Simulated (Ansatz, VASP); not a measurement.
# One calculation of GaSb, two programs

```
CELL_PARAMETERS angstrom
0.00000 2.90283 3.05561
2.90283 0.00000 3.05561
2.90283 2.90283 0.00000
ATOMIC_POSITIONS crystal
Ga 0.00000 0.00000 0.00000
Sb 0.75000 0.75000 0.75000
```

Change from the starting cell: strain -0.050 along x and y, +0.000 along z, atoms carried along.

Alike in both runs: task single point; functional PBEsol; k mesh 18 × 18 × 18; occupations gaussian, width 0.15 eV; no spin polarisation.

|  | VASP | Ansatz |
| --- | --- | --- |
| version | VASP 6.6.1 | Ansatz 0.2.0 |
| potentials or method | VASP PAW PBE potentials, release 64 (Ga_d, Sb), cutoff 520 eV | scalar-relativistic, plane waves, PAW |
| valence electrons in the cell | 18 | 28 |

```csv
,VASP,Ansatz,Ansatz less VASP
gap on the k mesh at the Fermi level (eV),0.38,0.39,+0.016
least direct gap on the mesh (eV),0.64,0.62,-0.017
pressure (GPa),6.9,6.7,-0.14
"traceless stress, the component that is largest in VASP (GPa)",-1.71,-1.71,-0.001
```

VASP's potentials were made for PBE, not for PBEsol. VASP's potentials hold 18 valence electrons a cell and Ansatz's 28, so a difference there can come from the potentials and not from the codes.

Spin-orbit coupling is off throughout.
